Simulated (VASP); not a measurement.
# AlNi (Pm-3m) in VASP: a series of runs

The runs below take AlNi through single point, with r2SCAN, RPBE+D4.

All numbers are computed with VASP 6.6.1; they aren't measurements. Logs are shortened: lines on timing, memory, paths and dates and some standing lists are left out, and cuts for length are marked.

### Step 1. The cell of the first run

Symmetry: Pm-3m, No. 221, cubic system. Conventional cell: a = 2.919 Å, b = 2.919 Å, c = 2.919 Å, α = 90.00°, β = 90.00°, γ = 90.00°. Ni (site symmetry m-3m) has 8 Al at 2.53 Å and 6 Ni at 2.92 Å within 3.3 Å. Al (site symmetry m-3m) has 8 Ni at 2.53 Å and 6 Al at 2.92 Å within 3.3 Å.

### Step 2. Single point, r2SCAN, collinear spin, ferromagnetic start

POSCAR

```
AlNi
1.0
    2.9189122424      0.0000000000      0.0000000000
    0.0000000000      2.9189122424      0.0000000000
    0.0000000000      0.0000000000      2.9189122424
Ni Al
1 1
Direct
    0.5000000000      0.5000000000      0.5000000000
    0.0000000000      0.0000000000      0.0000000000
```

INCAR.step1

```
PREC     = Accurate       # precision mode
ENCUT    = 520            # plane-wave cutoff, eV
ISMEAR   = -1             # smearing method
SIGMA    = 0.05           # smearing width, eV
LREAL    = False          # projectors in reciprocal space
LASPH    = True           # aspherical terms in the spheres
NELM     = 150            # most SCF steps
ISPIN    = 2              # spin polarisation
MAGMOM   = 1 0            # initial moments
LMAXMIX  = 4              # l up to which the mixer works
NBANDS   = 18             # bands
GGA      = PE             # functional
ALGO     = Normal         # electronic algorithm
EDIFF    = 1E-4           # SCF threshold, eV
LWAVE    = True           # write WAVECAR
LCHARG   = False          # write CHGCAR
```

INCAR.step2

```
PREC     = Accurate       # precision mode
ENCUT    = 520            # plane-wave cutoff, eV
EDIFF    = 1E-6           # SCF threshold, eV
ISMEAR   = -1             # smearing method
SIGMA    = 0.05           # smearing width, eV
LREAL    = False          # projectors in reciprocal space
LASPH    = True           # aspherical terms in the spheres
NELM     = 150            # most SCF steps
ALGO     = Normal         # electronic algorithm
ISIF     = 2              # what is computed and relaxed
LWAVE    = False          # write WAVECAR
LCHARG   = True           # write CHGCAR
ISPIN    = 2              # spin polarisation
MAGMOM   = 1 0            # initial moments
LORBIT   = 11             # projections on sites
LMAXMIX  = 4              # l up to which the mixer works
METAGGA  = R2SCAN         # meta-GGA
LMIXTAU  = True         
LELF     = True           # ELF
LVHAR    = True         
NBANDS   = 18             # bands
ISTART   = 1
```

KPOINTS

```
Automatic mesh
0
Gamma
  9 9 9
```

Potentials or basis: VASP PAW PBE potentials, release 64 (Ni, Al).

Launch:

```bash
$ cat potpaw_PBE.64/Ni/POTCAR potpaw_PBE.64/Al/POTCAR > POTCAR
$ cp INCAR.step1 INCAR
$ mpirun -np 1 vasp_std > vasp.out
$ cp INCAR.step2 INCAR
$ mpirun -np 1 vasp_std > vasp.out
```

OUTCAR:

```text
PREC = Accurate
   ENCUT = 520
   EDIFF = 1E-6
   ISMEAR = -1
   LREAL = False
   LASPH = True
   NELM = 150
   ISIF = 2
   ISPIN = 2
   LORBIT = 11
   METAGGA = R2SCAN
   ISTART = 1

 ion  position               nearest neighbor table
   1  0.500  0.500  0.500-   2 2.53   2 2.53   2 2.53   2 2.53   2 2.53   2 2.53   2 2.53   2 2.53

   2  0.000  0.000  0.000-   1 2.53   1 2.53   1 2.53   1 2.53   1 2.53   1 2.53   1 2.53   1 2.53

  LATTYP: Found a simple cubic cell.
 ALAT       =     2.9189122424

  Lattice vectors:

 A1 = (   2.9189122424,   0.0000000000,   0.0000000000)
 A2 = (   0.0000000000,   2.9189122424,   0.0000000000)
 A3 = (   0.0000000000,   0.0000000000,   2.9189122424)

Analysis of symmetry for initial positions (statically):
=====================================================================
 Subroutine PRICEL returns:
 Original cell was already a primitive cell.

 Routine SETGRP: Setting up the symmetry group for a
 simple cubic supercell.

 Subroutine GETGRP returns: Found 48 space group operations
 (whereof 48 operations were pure point group operations)
 out of a pool of 48 trial point group operations.

The static configuration has the point symmetry O_h .

Analysis of symmetry for dynamics (positions and initial velocities):
=====================================================================
 Subroutine PRICEL returns:
 Original cell was already a primitive cell.

 Routine SETGRP: Setting up the symmetry group for a
 simple cubic supercell.

 Subroutine GETGRP returns: Found 48 space group operations
 (whereof 48 operations were pure point group operations)
 out of a pool of 48 trial point group operations.

The dynamic configuration has the point symmetry O_h .

Analysis of structural, dynamic, and magnetic symmetry:
=====================================================================
 Subroutine PRICEL returns:
 Original cell was already a primitive cell.

 Routine SETGRP: Setting up the symmetry group for a
 simple cubic supercell.

 Subroutine GETGRP returns: Found 48 space group operations
 (whereof 48 operations were pure point group operations)
 out of a pool of 48 trial point group operations.

The overall configuration has the point symmetry O_h .

 Subroutine INISYM returns: Found 48 space group operations
 (whereof 48 operations are pure point group operations),
 and found     1 'primitive' translations

----------------------------------------------------------------------------------------

                                     Primitive cell

  volume of cell :      24.8693

  direct lattice vectors                    reciprocal lattice vectors
     2.918912242  0.000000000  0.000000000     0.342593376  0.000000000  0.000000000
     0.000000000  2.918912242  0.000000000     0.000000000  0.342593376  0.000000000
     0.000000000  0.000000000  2.918912242     0.000000000  0.000000000  0.342593376

  length of vectors
     2.918912242  2.918912242  2.918912242     0.342593376  0.342593376  0.342593376

  position of ions in fractional coordinates (direct lattice)
     0.500000000  0.500000000  0.500000000
     0.000000000  0.000000000  0.000000000

  ion indices of the primitive-cell ions
   primitive index   ion index
                 1           1
                 2           2

----------------------------------------------------------------------------------------

 KPOINTS: Automatic mesh

Automatic generation of k-mesh.
 Grid dimensions read from file:
 generate k-points for:    9    9    9

 Generating k-lattice:

  Cartesian coordinates                     Fractional coordinates (reciprocal lattice)
     0.038065931  0.000000000  0.000000000     0.111111111  0.000000000  0.000000000
     0.000000000  0.038065931  0.000000000     0.000000000  0.111111111  0.000000000
     0.000000000  0.000000000  0.038065931     0.000000000  0.000000000  0.111111111

  Length of vectors
     0.038065931  0.038065931  0.038065931

  Shift w.r.t. Gamma in fractional coordinates (k-lattice)
     0.000000000  0.000000000  0.000000000

 Subroutine IBZKPT returns following result:
 ===========================================

 Found     35 irreducible k-points:

 Following reciprocal coordinates:
            Coordinates               Weight
  0.000000  0.000000  0.000000      1.000000
  0.111111  0.000000  0.000000      6.000000
  0.222222  0.000000  0.000000      6.000000
  0.333333  0.000000  0.000000      6.000000
  0.444444  0.000000  0.000000      6.000000
  0.111111  0.111111  0.000000     12.000000
[... 16 lines left out ...]
  0.333333  0.333333  0.111111     24.000000
  0.444444  0.333333  0.111111     48.000000
 [... further k-points ...]
   k-points           NKPTS =     35   k-points in BZ     NKDIM =     35   number of bands    NBANDS=     18
   number of dos      NEDOS =    301   number of ions     NIONS =      2
   total plane-waves  NPLWV =  13824
   dimension x,y,z NGX =    24 NGY =   24 NGZ =   24
   dimension x,y,z NGXF=    48 NGYF=   48 NGZF=   48
   ions per type =               1   1
   NGX,Y,Z   is equivalent  to a cutoff of  13.67, 13.67, 13.67 a.u.
   NGXF,Y,Z  is equivalent  to a cutoff of  27.34, 27.34, 27.34 a.u.
 SYSTEM =  unknown system
   PREC   = accura    normal or accurate (medium, high low for compatibility)
   ISTART =      1    job   : 0-new  1-cont  2-samecut
   ICHARG =      0    charge: 1-file 2-atom 10-const
   ISPIN  =      2    spin polarized calculation?
   LNONCOLLINEAR =      F non collinear calculations
   LSORBIT =      F    spin-orbit coupling
   LASPH  =      T    aspherical Exc in radial PAW
   ENCUT  =  520.0 eV  38.22 Ry    6.18 a.u.   5.43  5.43  5.43*2*pi/ulx,y,z
   NELM   =    150;   NELMIN=  2; NELMDL=  0     # of ELM steps
   EDIFF  = 0.1E-05   stopping-criterion for ELM
   LREAL  =      F    real-space projection
   EDIFFG = 0.1E-04   stopping-criterion for IOM
   NSW    =      0    number of steps for IOM
   IBRION =     -1    ionic relax: 0-MD 1-quasi-New 2-CG
   NFREE  =      0    steps in history (QN), initial steepest desc. (CG)
   ISIF   =      2    stress and relaxation
   ISYM   =      2    0-nonsym 1-usesym 2-fastsym
   POTIM  = 0.5000    time-step for ionic-motion
   TEBEG  =    0.0;   TEEND  =   0.0 temperature during run
   PSTRESS=    0.0 pullay stress
   NELECT =      13.0000    total number of electrons
   NUPDOWN=      -1.0000    fix difference up-down
   EMIN   =  10.00;   EMAX   =-10.00  energy-range for DOS
   EFERMI =   0.00;   METHOD = LEGACY
   ISMEAR =    -1;   SIGMA  =   0.05  broadening in eV -4-tet -1-fermi 0-gaus
   EFERMI_NEDOS =   21; number of points for ismear=-14 and -15
   IALGO  =     38    algorithm
   IMIX   =      4    mixing-type and parameters
     AMIX     =   0.40;   BMIX     =  1.00
     AMIX_MAG =   1.60;   BMIX_MAG =  1.00
  volume/ion in A,a.u.               =      12.43        83.91
  Fermi-wavevector in a.u.,A,eV,Ry     =   1.318768  2.492109 23.662542  1.739148
  Thomas-Fermi vector in A             =   2.448714
   LORBIT       =     11    0 simple, 1 ext, 2 COOP (PROOUT), +10 PAW based schemes
   METAGGA = R2SCAN    functional components
   LHFCALC =     F    Hartree Fock is set to
   AEXX    =    0.0000 exact exchange contribution
   IVDW    =     0    specifies the selected vdW correction
   LEPSILON=     F    determine dielectric tensor
   LRPA    =     F    only Hartree local field effects (RPA)
 spin polarized calculation
  energy-cutoff  :      520.00
  volume of cell :       24.87
 maximum number of plane-waves:       691
 NGX is ok and might be reduce to    24
   NGX = 11   NGY = 11   NGZ = 11

 number of electron      13.0000004 magnetization       0.0000058

 number of electron      13.0000004 magnetization      -0.0000005

 Free energy of the ion-electron system (eV)
  ---------------------------------------------------
  ext. energy  EPLUGINS =         0.00000000
  ---------------------------------------------------
  free energy    TOTEN  =       -20.02422499 eV

  energy without entropy =      -20.01754973  energy(sigma->0) =      -20.02088736

 E-fermi :   9.3893     XC(G=0): -12.8097

 val. band max:        9.3279408753   @ k =   0.3333   0.1111   0.0000
 cond. band min:       9.4397114279   @ k =   0.3333   0.1111   0.1111
 fundamental gap:      0.1117705526
 Fermi energy:         9.3893321832

 spin component 1

 k-point     1 :       0.0000    0.0000    0.0000
  band No.  band energies     occupation
      1      -2.0412      1.00000
      2       6.2199      1.00000
      3       6.2199      1.00000
      4       7.8475      1.00000
      5       7.8475      1.00000
      6       7.8475      1.00000
[... 10 lines left out ...]
     17      33.5060      0.00000
     18      33.5060      0.00000
[... 463 lines left out ...]
 k-point    24 :       0.4444    0.3333    0.1111
  band No.  band energies     occupation
      1       3.2502      1.00000
      2       4.8897      1.00000
      3       6.3651      1.00000
      4       6.9427      1.00000
      5       7.4851      1.00000
      6       7.6146      1.00000
[... 10 lines left out ...]
     17      32.7682      0.00000
     18      36.5798      0.00000

 [... further k-points ...]

 spin component 2

 k-point     1 :       0.0000    0.0000    0.0000
  band No.  band energies     occupation
      1      -2.0412      1.00000
      2       6.2199      1.00000
      3       6.2199      1.00000
      4       7.8475      1.00000
      5       7.8475      1.00000
      6       7.8475      1.00000
[... 10 lines left out ...]
     17      33.5060      0.00000
     18      33.5060      0.00000
[... 463 lines left out ...]
 k-point    24 :       0.4444    0.3333    0.1111
  band No.  band energies     occupation
      1       3.2502      1.00000
      2       4.8897      1.00000
      3       6.3651      1.00000
      4       6.9427      1.00000
      5       7.4851      1.00000
      6       7.6146      1.00000
[... 10 lines left out ...]
     17      32.7682      0.00000
     18      36.5797      0.00000

 [... further k-points ...]
[... 5 lines left out ...]
  --------------------------------------------------------------------------------------
  -------------------------------------------------------------------------------------
  Total       -1.4374727     -1.4374727     -1.4374727      0.0000000      0.0000000     -0.0000000
  in kB      -92.6076959    -92.6076959    -92.6076959      0.0000000      0.0000000     -0.0000000
  external PRESSURE =     -92.6076959 kB  Pullay stress =       0.0000000 kB

 VOLUME and BASIS-vectors are now :
 -----------------------------------------------------------------------------
  energy-cutoff  :      520.00
  volume of cell :       24.87
      direct lattice vectors                 reciprocal lattice vectors
     2.918912242  0.000000000  0.000000000     0.342593376  0.000000000  0.000000000
     0.000000000  2.918912242  0.000000000     0.000000000  0.342593376  0.000000000
     0.000000000  0.000000000  2.918912242     0.000000000  0.000000000  0.342593376

 POSITION                                       TOTAL-FORCE (eV/Angst)
 -----------------------------------------------------------------------------------
      1.45946      1.45946      1.45946         0.000000      0.000000      0.000000
      0.00000      0.00000      0.00000         0.000000      0.000000      0.000000
 -----------------------------------------------------------------------------------
    total drift:                                0.000000      0.000000     -0.000000

  FREE ENERGIE OF THE ION-ELECTRON SYSTEM (eV)
  ---------------------------------------------------
  free  energy   TOTEN  =       -20.0242249939 eV

  energy  without entropy=      -20.0175497287  energy(sigma->0) =      -20.02088736

 total charge

# of ion       s       p       d       tot
------------------------------------------
    1        0.470   0.509   8.464   9.443
    2        0.376   0.407   0.000   0.783
--------------------------------------------------
tot          0.846   0.916   8.464  10.226

 magnetization (x)

# of ion       s       p       d       tot
------------------------------------------
    1       -0.000  -0.000  -0.000  -0.000
    2        0.000  -0.000   0.000  -0.000
--------------------------------------------------
tot         -0.000  -0.000  -0.000  -0.000
```

Wall time 79 s (1 thread of Intel Xeon Platinum 8259CL at 2.50GHz (Skylake/Cascade Lake), shared host); peak memory 0.17 GiB.

Results:

* Free energy: -20.0242 eV
* Pressure: -9.3 GPa
* Net moment: 0.00 μB per cell
* Valence electrons inside the program's atomic spheres: Ni 9.44; Al 0.78

Caveat: the PAW data sets were made with another functional, which shifts forces and pressure a little.

(Part 1 of 2 ends here.)
